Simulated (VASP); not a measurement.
# Al3GaN4 (P-43m) in VASP: further runs, part 2 of 2

VASP 6.6.1. Earlier steps stand in the parts before.

### Step 3. Vibrations by perturbation theory, PBEsol

This run uses another cell than the first one, of 10.22 Å³/atom.

Input file INCAR:

```
SYSTEM = Al3GaN4
  PREC = Accurate
  ENCUT = 520
  EDIFF = 1E-8
  ISMEAR = 0
  SIGMA = 0.01
  LREAL = .False.
  LASPH = .True.
  NELM = 80
  ALGO = Normal
  ISIF = 2
  LWAVE = .False.
  LCHARG = .False.
  GGA = PS
  NBANDS = 31
  IBRION = 8
  NSW = 1
  LEPSILON = .True.
```

Input file KPOINTS:

```
Automatic mesh
0
Gamma
  6 6 6
  0 0 0
```

Input file POSCAR:

```
Al3GaN4
1.0
    4.3398928295      0.0000000000      0.0000000000
    0.0000000000      4.3398928295      0.0000000000
    0.0000000000      0.0000000000      4.3398928295
Al Ga N
3 1 4
Direct
    0.5000000000      0.5000000000      0.0000000000
    0.5000000000      0.0000000000      0.5000000000
    0.0000000000      0.5000000000      0.5000000000
    0.0000000000      0.0000000000      0.0000000000
    0.7446458439      0.7446458439      0.2553541561
    0.7446458439      0.2553541561      0.7446458439
    0.2553541561      0.7446458439      0.7446458439
    0.2553541561      0.2553541561      0.2553541561
```

Potentials or basis: VASP PAW PBE potentials, release 64 (Al, Ga_d, N).

The run is started by

```
cat potpaw_PBE.64/Al/POTCAR potpaw_PBE.64/Ga_d/POTCAR potpaw_PBE.64/N/POTCAR > POTCAR
mpirun -np 1 vasp_std > vasp.out
```

OUTCAR:

```text
SYSTEM = Al3GaN4
   PREC = Accurate
   ENCUT = 520
   EDIFF = 1E-8
   ISMEAR = 0
   LREAL = .False.
   LASPH = .True.
   NELM = 80
   ISIF = 2
   GGA = PS
   IBRION = 8
   NSW = 1
   LEPSILON = .True.

 ion  position               nearest neighbor table
   1  0.500  0.500  0.000-   5 1.87   6 1.87   7 1.87   8 1.87   3 3.07   4 3.07   2 3.07   2 3.07
                             3 3.07   2 3.07   4 3.07   2 3.07   3 3.07   4 3.07   3 3.07   4 3.07
   2  0.500  0.000  0.500-   5 1.87   6 1.87   7 1.87   8 1.87   3 3.07   4 3.07   1 3.07   1 3.07
                             4 3.07   1 3.07   3 3.07   1 3.07   3 3.07   4 3.07   4 3.07   3 3.07
   3  0.000  0.500  0.500-   5 1.87   6 1.87   7 1.87   8 1.87   2 3.07   4 3.07   1 3.07   1 3.07
                             4 3.07   2 3.07   4 3.07   4 3.07   1 3.07   2 3.07   1 3.07   2 3.07
   4  0.000  0.000  0.000-   5 1.92   6 1.92   7 1.92   8 1.92   2 3.07   3 3.07   1 3.07   2 3.07
                             3 3.07   1 3.07   3 3.07   3 3.07   1 3.07   2 3.07   2 3.07   1 3.07
   5  0.745  0.745  0.255-   1 1.87   2 1.87   3 1.87   4 1.92
   6  0.745  0.255  0.745-   1 1.87   2 1.87   3 1.87   4 1.92
   7  0.255  0.745  0.745-   1 1.87   2 1.87   3 1.87   4 1.92
   8  0.255  0.255  0.255-   1 1.87   2 1.87   3 1.87   4 1.92

  LATTYP: Found a simple cubic cell.
 ALAT       =     4.3398928295

[... 1044 lines left out ...]
  7Y    -2.775249    4.010501   -3.065648    3.147506    4.418618   -3.147506    3.065648    4.010501    2.775249   -2.828757    3.447447    2.828757   -0.063234   -0.530647    0.063234   -0.007820    2.986017   -0.063782   -0.601876  -21.328453    0.601876    0.063782    2.986017    0.007820
  7Z     3.147506   -3.147506    4.418618   -2.775249   -3.065648    4.010501    3.065648    2.775249    4.010501   -2.828757    2.828757    3.447447   -0.007820   -0.063782    2.986017   -0.063234    0.063234   -0.530647   -0.601876    0.601876  -21.328453    0.063782    0.007820    2.986017
  8X     4.010501    2.775249   -3.065648    4.010501   -3.065648    2.775249    4.418618   -3.147506   -3.147506    3.447447    2.828757    2.828757    2.986017    0.007820   -0.063782    2.986017   -0.063782    0.007820   -0.530647    0.063234    0.063234  -21.328453    0.601876    0.601876
  8Y     2.775249    4.010501   -3.065648   -3.147506    4.418618   -3.147506   -3.065648    4.010501    2.775249    2.828757    3.447447    2.828757    0.007820    2.986017   -0.063782    0.063234   -0.530647    0.063234   -0.063782    2.986017    0.007820    0.601876  -21.328453    0.601876
  8Z    -3.147506   -3.147506    4.418618    2.775249   -3.065648    4.010501   -3.065648    2.775249    4.010501    2.828757    2.828757    3.447447    0.063234    0.063234   -0.530647    0.007820   -0.063782    2.986017   -0.063782    0.007820    2.986017    0.601876    0.601876  -21.328453

 Eigenvectors and eigenvalues of the dynamical matrix
 ----------------------------------------------------

   1 f  =   22.225442 THz   139.646569 2PiTHz  741.360936 cm-1    91.917000 meV
             X         Y         Z           dx          dy          dz
      2.169946  2.169946  0.000000    -0.000000    0.000000   -0.000000
      2.169946  0.000000  2.169946     0.000000    0.000000   -0.000000
      0.000000  2.169946  2.169946     0.000000    0.000000    0.000000
      0.000000  0.000000  0.000000     0.000000    0.000000   -0.000000
      3.231683  3.231683  1.108210    -0.382683    0.314489   -0.068194
      3.231683  1.108210  3.231683    -0.382683   -0.314489    0.068194
      1.108210  3.231683  3.231683     0.382683    0.314489    0.068194
      1.108210  1.108210  1.108210     0.382683   -0.314489   -0.068194
[... 243 lines left out ...]
  24 f/i=    0.011163 THz     0.070139 2PiTHz    0.372356 cm-1     0.046166 meV
             X         Y         Z           dx          dy          dz
      2.169946  2.169946  0.000000     0.000747    0.028290    0.360911
      2.169946  0.000000  2.169946     0.000747    0.028326    0.360450
      0.000000  2.169946  2.169946     0.000748    0.028290    0.360450
      0.000000  0.000000  0.000000     0.001198    0.045362    0.577970
      3.231683  3.231683  1.108210     0.000715    0.020572    0.259687
      3.231683  1.108210  3.231683     0.000361    0.020573    0.259687
      1.108210  3.231683  3.231683     0.000746    0.020188    0.259657
      1.108210  1.108210  1.108210     0.000331    0.020188    0.259656

--------------------------------------------------------------------------------------------------------

 MACROSCOPIC STATIC DIELECTRIC TENSOR IONIC CONTRIBUTION
 ------------------------------------------------------
           3.609868    -0.000000    -0.000000
          -0.000000     3.609868     0.000000
          -0.000000    -0.000000     3.609868
 ------------------------------------------------------

 ELASTIC MODULI CONTR FROM IONIC RELAXATION (kBar)
 Direction    XX          YY          ZZ          XY          YZ          ZX
 --------------------------------------------------------------------------------
 XX          -3.8931      1.7735      1.7735     -0.0000     -0.0000     -0.0000
 YY           1.7735     -3.8931      1.7735      0.0000     -0.0000      0.0000
 ZZ           1.7735      1.7735     -3.8931      0.0000      0.0000      0.0000
 XY          -0.0000      0.0000     -0.0000   -665.5127     -0.0000     -0.0000
 YZ          -0.0000     -0.0000      0.0000     -0.0000   -665.5127      0.0000
 ZX          -0.0000     -0.0000      0.0000      0.0000      0.0000   -665.5127
 --------------------------------------------------------------------------------

 PIEZOELECTRIC TENSOR IONIC CONTR  for field in x, y, z        (C/m^2)
          XX          YY          ZZ          XY          YZ          ZX
  --------------------------------------------------------------------------------
  x     0.00000     0.00000    -0.00000    -0.00000     1.44891    -0.00000
  y     0.00000    -0.00000    -0.00000    -0.00000    -0.00000     1.44891
  z     0.00000    -0.00000     0.00000     1.44891    -0.00000     0.00000
```

stdout:

```text
POSCAR found type information on POSCAR AlGaN
 POSCAR found :  3 types and       8 ions
 scaLAPACK will be used
 -----------------------------------------------------------------------------
|                                                                             |
|                                                                             |
|     You enforced a specific xc type in the INCAR file but a different       |
[... 47 lines left out ...]
 force on displaced ion       4 direction 1 : -20.199   0.000   0.000
 Born effective charge ion    4 direction 1 :   2.496   0.000   0.000
 Linear response progress:
 first order change of Fermi-energy  -0.44590E+00
 force on displaced ion       5 direction 1 : -21.328   0.602  -0.602
 Born effective charge ion    5 direction 1 :  -2.534  -0.063   0.063
 Born effective charges drift removed
 Linear response finished
```

Run time: 17 min. Hardware: 1 thread of Intel Xeon Platinum 8488C (Sapphire Rapids), shared host; peak memory 0.56 GiB.

What came out:

```yaml
Electronic_dielectric_tensor_diagonal: 4.80
Born_charges_mean_of_the_diagonal: Al +2.55; Ga +2.50; N -2.53 e
Highest_phonon_frequency_at_Γ_LO-TO_splitting_left_out: 741 cm⁻¹
```

Phonon frequencies in cm⁻¹ (negative: imaginary):
| q point | frequencies |
| --- | --- |
| (0.000, 0.000, 0.000) | 0 0 0 244 244 244 328 328 328 540 540 540 649 649 649 710 710 710 712 712 712 723 741 741 |

Electronic dielectric tensor:
```
4.80 0.00 0.00
0.00 4.80 0.00
0.00 0.00 4.80
```

Born effective charge tensors (e):
atom 1, Al
```
2.61 0.00 0.00
0.00 2.61 0.00
0.00 0.00 2.42
```
atom 2, Al
```
2.61 0.00 0.00
0.00 2.42 0.00
0.00 0.00 2.61
```
atom 3, Al
```
2.42 0.00 0.00
0.00 2.61 0.00
0.00 0.00 2.61
```
atom 4, Ga
```
2.50 0.00 0.00
0.00 2.50 0.00
0.00 0.00 2.50
```
atom 5, N
```
-2.53 -0.06  0.06
-0.06 -2.53  0.06
 0.06  0.06 -2.53
```
atom 6, N
```
-2.53  0.06 -0.06
 0.06 -2.53  0.06
-0.06  0.06 -2.53
```
atom 7, N
```
-2.53  0.06  0.06
 0.06 -2.53 -0.06
 0.06 -0.06 -2.53
```
atom 8, N
```
-2.53 -0.06 -0.06
-0.06 -2.53 -0.06
-0.06 -0.06 -2.53
```

Caveat: the cell stands under pressure or tension, which shifts response properties; the PAW data sets were made with another functional, which shifts forces and pressure a little.
